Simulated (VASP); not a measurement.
# CoW3 (Fm-3m) in VASP: a series of runs

The runs below take CoW3 through single point, with r2SCAN, PBE.

Everything below comes from runs of VASP 6.6.1. Logs are shortened: lines on timing, memory, paths and dates and some standing lists are left out, and cuts for length are marked.

**1. The cell of the first run**

It takes space group Fm-3m (No. 225, cubic). Conventional cell: a = 6.213 Å, b = 6.213 Å, c = 6.213 Å, α = 90.00°, β = 90.00°, γ = 90.00°. Within 3.5 Å of W (site symmetry -43m) lie 10 W at 2.69 to 3.11 Å and 4 Co at 2.69 Å. W (site symmetry m-3m) has 8 W at 2.69 Å and 6 Co at 3.11 Å within 3.5 Å. Co (site symmetry m-3m) has 14 W at 2.69 to 3.11 Å within 3.5 Å.

**2. Single point, r2SCAN, collinear spin, ferromagnetic start**

Input file POSCAR:

```
CoW3
1.0
    0.0000000000      3.1063930068      3.1063930068
    3.1063930068      0.0000000000      3.1063930068
    3.1063930068      3.1063930068      0.0000000000
W Co
3 1
Direct
    0.2500000000      0.2500000000      0.2500000000
    0.7500000000      0.7500000000      0.7500000000
    0.5000000000      0.5000000000      0.5000000000
    0.0000000000      0.0000000000      0.0000000000
```

Input file INCAR.step1:

```
ALGO = Normal
EDIFF = 1E-4
ENCUT = 520
GGA = PE
ISMEAR = 0
ISPIN = 2
LASPH = T
LCHARG = F
LMAXMIX = 4
LREAL = F
LWAVE = T
MAGMOM = 0 0 0 2
NBANDS = 38
NELM = 150
PREC = Accurate
SIGMA = 0.1
```

Input file INCAR.step2:

```
ALGO = Normal
EDIFF = 1E-7
ENCUT = 520
ISIF = 2
ISMEAR = 0
ISPIN = 2
ISTART = 1
LASPH = T
LCHARG = F
LMAXMIX = 4
LMIXTAU = T
LORBIT = 11
LREAL = F
LWAVE = F
MAGMOM = 0 0 0 2
METAGGA = R2SCAN
NBANDS = 38
NELM = 150
PREC = Accurate
SIGMA = 0.1
```

Input file KPOINTS:

```
k-points
0
Gamma
  12 12 12
```

Potentials or basis: VASP PAW PBE potentials, release 64 (W_sv, Co).

Started as:

```
$ cat potpaw_PBE.64/W_sv/POTCAR potpaw_PBE.64/Co/POTCAR > POTCAR
$ cp INCAR.step1 INCAR
$ mpirun -np 1 vasp_std > vasp.out
$ cp INCAR.step2 INCAR
$ mpirun -np 1 vasp_std > vasp.out
```

OUTCAR:

```text
EDIFF = 1E-7
   ENCUT = 520
   ISIF = 2
   ISMEAR = 0
   ISPIN = 2
   ISTART = 1
   LASPH = T
   LORBIT = 11
   LREAL = F
   METAGGA = R2SCAN
   NELM = 150
   PREC = Accurate

 ion  position               nearest neighbor table
   1  0.250  0.250  0.250-   3 2.69   4 2.69   4 2.69   4 2.69   4 2.69   3 2.69   3 2.69   3 2.69
                             2 3.11   2 3.11   2 3.11   2 3.11   2 3.11   2 3.11
   2  0.750  0.750  0.750-   3 2.69   4 2.69   3 2.69   3 2.69   3 2.69   4 2.69   4 2.69   4 2.69
                             1 3.11   1 3.11   1 3.11   1 3.11   1 3.11   1 3.11
   3  0.500  0.500  0.500-   1 2.69   2 2.69   1 2.69   1 2.69   1 2.69   2 2.69   2 2.69   2 2.69
                             4 3.11   4 3.11   4 3.11   4 3.11   4 3.11   4 3.11
   4  0.000  0.000  0.000-   1 2.69   2 2.69   2 2.69   2 2.69   2 2.69   1 2.69   1 2.69   1 2.69
                             3 3.11   3 3.11   3 3.11   3 3.11   3 3.11   3 3.11

  LATTYP: Found a face centered cubic cell.
 ALAT       =     6.2127860136

  Lattice vectors:

 A1 = (   0.0000000000,   3.1063930068,   3.1063930068)
 A2 = (   3.1063930068,   0.0000000000,   3.1063930068)
 A3 = (   3.1063930068,   3.1063930068,   0.0000000000)

Analysis of symmetry for initial positions (statically):
=====================================================================
 Subroutine PRICEL returns:
 Original cell was already a primitive cell.

 Routine SETGRP: Setting up the symmetry group for a
 face centered cubic supercell.

 Subroutine GETGRP returns: Found 48 space group operations
 (whereof 48 operations were pure point group operations)
 out of a pool of 48 trial point group operations.

The static configuration has the point symmetry O_h .

Analysis of symmetry for dynamics (positions and initial velocities):
=====================================================================
 Subroutine PRICEL returns:
 Original cell was already a primitive cell.

 Routine SETGRP: Setting up the symmetry group for a
 face centered cubic supercell.

 Subroutine GETGRP returns: Found 48 space group operations
 (whereof 48 operations were pure point group operations)
 out of a pool of 48 trial point group operations.

The dynamic configuration has the point symmetry O_h .

Analysis of structural, dynamic, and magnetic symmetry:
=====================================================================
 Subroutine PRICEL returns:
 Original cell was already a primitive cell.

 Routine SETGRP: Setting up the symmetry group for a
 face centered cubic supercell.

 Subroutine GETGRP returns: Found 48 space group operations
 (whereof 48 operations were pure point group operations)
 out of a pool of 48 trial point group operations.

The overall configuration has the point symmetry O_h .

 Subroutine INISYM returns: Found 48 space group operations
 (whereof 48 operations are pure point group operations),
 and found     1 'primitive' translations

----------------------------------------------------------------------------------------

                                     Primitive cell

  volume of cell :      59.9514

  direct lattice vectors                    reciprocal lattice vectors
     0.000000000  3.106393007  3.106393007    -0.160958385  0.160958385  0.160958385
     3.106393007  0.000000000  3.106393007     0.160958385 -0.160958385  0.160958385
     3.106393007  3.106393007  0.000000000     0.160958385  0.160958385 -0.160958385

  length of vectors
     4.393103120  4.393103120  4.393103120     0.278788100  0.278788100  0.278788100

  position of ions in fractional coordinates (direct lattice)
     0.250000000  0.250000000  0.250000000
     0.750000000  0.750000000  0.750000000
     0.500000000  0.500000000  0.500000000
     0.000000000  0.000000000  0.000000000

  ion indices of the primitive-cell ions
   primitive index   ion index
                 1           1
                 2           2
                 3           3
                 4           4

----------------------------------------------------------------------------------------

 KPOINTS: k-points

[... 24 lines left out ...]
  0.000000  0.000000  0.000000      1.000000
  0.083333  0.000000  0.000000      8.000000
  0.166667  0.000000  0.000000      8.000000
  0.250000  0.000000  0.000000      8.000000
  0.333333  0.000000  0.000000      8.000000
  0.416667  0.000000  0.000000      8.000000
[... 16 lines left out ...]
  0.500000  0.166667  0.000000     24.000000
 -0.416667  0.166667  0.000000     24.000000
 [... further k-points ...]
   k-points           NKPTS =     72   k-points in BZ     NKDIM =     72   number of bands    NBANDS=     38
   number of dos      NEDOS =    301   number of ions     NIONS =      4
   total plane-waves  NPLWV =  46656
   dimension x,y,z NGX =    36 NGY =   36 NGZ =   36
   dimension x,y,z NGXF=    72 NGYF=   72 NGZF=   72
   ions per type =               3   1
   NGX,Y,Z   is equivalent  to a cutoff of  13.62, 13.62, 13.62 a.u.
   NGXF,Y,Z  is equivalent  to a cutoff of  27.25, 27.25, 27.25 a.u.
 SYSTEM =  unknown system
   PREC   = accura    normal or accurate (medium, high low for compatibility)
   ISTART =      1    job   : 0-new  1-cont  2-samecut
   ICHARG =      0    charge: 1-file 2-atom 10-const
   ISPIN  =      2    spin polarized calculation?
   LNONCOLLINEAR =      F non collinear calculations
   LSORBIT =      F    spin-orbit coupling
   LASPH  =      T    aspherical Exc in radial PAW
   ENCUT  =  520.0 eV  38.22 Ry    6.18 a.u.   8.17  8.17  8.17*2*pi/ulx,y,z
   NELM   =    150;   NELMIN=  2; NELMDL=  0     # of ELM steps
   EDIFF  = 0.1E-06   stopping-criterion for ELM
   LREAL  =      F    real-space projection
   EDIFFG = 0.1E-05   stopping-criterion for IOM
   NSW    =      0    number of steps for IOM
   IBRION =     -1    ionic relax: 0-MD 1-quasi-New 2-CG
   NFREE  =      0    steps in history (QN), initial steepest desc. (CG)
   ISIF   =      2    stress and relaxation
   ISYM   =      2    0-nonsym 1-usesym 2-fastsym
   POTIM  = 0.5000    time-step for ionic-motion
   TEBEG  =    0.0;   TEEND  =   0.0 temperature during run
   PSTRESS=    0.0 pullay stress
   NELECT =      51.0000    total number of electrons
   NUPDOWN=      -1.0000    fix difference up-down
   EMIN   =  10.00;   EMAX   =-10.00  energy-range for DOS
   EFERMI =   0.00;   METHOD = LEGACY
   ISMEAR =     0;   SIGMA  =   0.10  broadening in eV -4-tet -1-fermi 0-gaus
   EFERMI_NEDOS =   21; number of points for ismear=-14 and -15
   IALGO  =     38    algorithm
   IMIX   =      4    mixing-type and parameters
     AMIX     =   0.40;   BMIX     =  1.00
     AMIX_MAG =   1.60;   BMIX_MAG =  1.00
  volume/ion in A,a.u.               =      14.99       101.14
  Fermi-wavevector in a.u.,A,eV,Ry     =   1.551191  2.931325 32.738232  2.406192
  Thomas-Fermi vector in A             =   2.655746
   LORBIT       =     11    0 simple, 1 ext, 2 COOP (PROOUT), +10 PAW based schemes
   METAGGA = R2SCAN    functional components
   LHFCALC =     F    Hartree Fock is set to
   AEXX    =    0.0000 exact exchange contribution
   IVDW    =     0    specifies the selected vdW correction
   LEPSILON=     F    determine dielectric tensor
   LRPA    =     F    only Hartree local field effects (RPA)
 spin polarized calculation
 Gauss-broadening in eV      SIGMA  =   0.10
  energy-cutoff  :      520.00
  volume of cell :       59.95
 maximum number of plane-waves:      1639
 NGX is ok and might be reduce to    36
   NGX = 17   NGY = 17   NGZ = 17

 number of electron      50.9999997 magnetization       2.3833225

 Free energy of the ion-electron system (eV)
  ---------------------------------------------------
  ext. energy  EPLUGINS =         0.00000000
  ---------------------------------------------------
  free energy    TOTEN  =      -166.29825645 eV

  energy without entropy =     -166.28110780  energy(sigma->0) =     -166.28968213

 E-fermi :  10.7065     XC(G=0): -14.7176

 val. band max:       10.7052396000   @ k =  -0.2500   0.2500   0.0000
 cond. band min:      10.7104112610   @ k =   0.5000   0.1667   0.0833
 fundamental gap:      0.0051716610
 Fermi energy:        10.7065496053

 spin component 1

 k-point     1 :       0.0000    0.0000    0.0000
  band No.  band energies     occupation
      1     -65.4263      1.00000
      2     -65.3649      1.00000
      3     -64.7718      1.00000
      4     -29.1127      1.00000
      5     -29.1127      1.00000
      6     -29.1127      1.00000
[... 949 lines left out ...]
     36      18.2988      0.00000
     37      19.8319      0.00000

 [... further k-points ...]

 spin component 2

 k-point     1 :       0.0000    0.0000    0.0000
  band No.  band energies     occupation
      1     -65.2558      1.00000
      2     -65.1869      1.00000
      3     -64.7824      1.00000
      4     -28.9374      1.00000
      5     -28.9374      1.00000
      6     -28.9374      1.00000
[... 949 lines left out ...]
     36      18.5373      0.00000
     37      20.2668      0.00000

 [... further k-points ...]

 [bands above 37 left out]

------------------------ aborting loop because EDIFF is reached ----------------------------------------

  FORCE on cell =-STRESS in cart. coord.  units (eV):
  Direction    XX          YY          ZZ          XY          YZ          ZX
  --------------------------------------------------------------------------------------
  -------------------------------------------------------------------------------------
  Total       -0.4152779     -0.4152779     -0.4152779      0.0000000      0.0000000      0.0000000
  in kB      -11.0981403    -11.0981403    -11.0981403      0.0000000      0.0000000      0.0000000
  external PRESSURE =     -11.0981403 kB  Pullay stress =       0.0000000 kB

 VOLUME and BASIS-vectors are now :
 -----------------------------------------------------------------------------
  energy-cutoff  :      520.00
  volume of cell :       59.95
      direct lattice vectors                 reciprocal lattice vectors
     0.000000000  3.106393007  3.106393007    -0.160958385  0.160958385  0.160958385
     3.106393007  0.000000000  3.106393007     0.160958385 -0.160958385  0.160958385
     3.106393007  3.106393007  0.000000000     0.160958385  0.160958385 -0.160958385

 POSITION                                       TOTAL-FORCE (eV/Angst)
 -----------------------------------------------------------------------------------
      1.55320      1.55320      1.55320         0.000000      0.000000      0.000000
      4.65959      4.65959      4.65959        -0.000000      0.000000     -0.000000
      3.10639      3.10639      3.10639        -0.000000     -0.000000     -0.000000
      0.00000      0.00000      0.00000        -0.000000     -0.000000     -0.000000
 -----------------------------------------------------------------------------------
    total drift:                                0.000000      0.000000      0.000000

  FREE ENERGIE OF THE ION-ELECTRON SYSTEM (eV)
  ---------------------------------------------------
  free  energy   TOTEN  =      -166.2982564535 eV

  energy  without entropy=     -166.2811078014  energy(sigma->0) =     -166.28968213

 total charge

# of ion       s       p       d       tot
------------------------------------------
    1        2.385   6.335   3.264  11.984
    2        2.385   6.335   3.264  11.984
    3        2.431   6.337   3.446  12.213
    4        0.472   0.577   7.157   8.206
--------------------------------------------------
tot          7.671  19.584  17.131  44.386

 magnetization (x)

# of ion       s       p       d       tot
------------------------------------------
    1        0.005  -0.003   0.309   0.311
    2        0.005  -0.003   0.309   0.311
    3        0.014   0.016  -0.048  -0.018
    4        0.010   0.000   1.771   1.781
--------------------------------------------------
tot          0.035   0.010   2.341   2.386
```

It took 20 min on 1 thread of AMD EPYC 9R45 (Zen 5), shared host; peak memory 0.39 GiB.

Results:

- Free energy: -166.2983 eV
- Pressure: -1.1 GPa
- Net moment: 2.38 μB per cell
- Site moments: W +0.31, -0.02 (each value once); Co +1.78 μB
- Valence electrons inside the program's atomic spheres: W 11.98, 12.21 (each value once); Co 8.21

Caveat: the PAW data sets were made with another functional, which shifts forces and pressure a little; spin-orbit coupling is left out, which moves the levels of the heavy elements.

(Part 1 of 2 ends here.)
